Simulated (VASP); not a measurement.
A run of VASP 6.6.1:

The input INCAR:

```
PREC     = Accurate       # precision mode
ENCUT    = 520            # plane-wave cutoff, eV
EDIFF    = 1E-7           # SCF threshold, eV
ISMEAR   = -1             # smearing method
SIGMA    = 0.05           # smearing width, eV
LREAL    = False          # projectors in reciprocal space
LASPH    = True           # aspherical terms in the spheres
NELM     = 80             # most SCF steps
ALGO     = Normal         # electronic algorithm
ISIF     = 2              # what is computed and relaxed
LWAVE    = False          # write WAVECAR
LCHARG   = False          # write CHGCAR
GGA      = PE             # functional
NBANDS   = 10             # bands
```

The input KPOINTS:

```
regular mesh
0
Gamma
  9 9 9
```

The input POSCAR:

```
I
1.0
    0.0000000000      2.2866345573      4.5849227358
    2.2913283385      0.0000000000      4.5849227358
    2.2913283385      2.2866345573      0.0000000000
I
1
Direct
    0.0000000000      0.0000000000      0.0000000000
```

Potentials or basis: VASP PAW PBE potentials, release 64 (I).

The run is started by

```console
$ cat potpaw_PBE.64/I/POTCAR > POTCAR
$ mpirun -np 1 vasp_std > vasp.out
```

Hardware: 1 thread of Intel Xeon 6975P-C (shared host).

Estimate the wall time of this run.

Wall time 40 s on 1 thread of Intel Xeon 6975P-C, on a shared host, peak memory 0.22 GiB. Counts: scf iterations 13, k points 125.
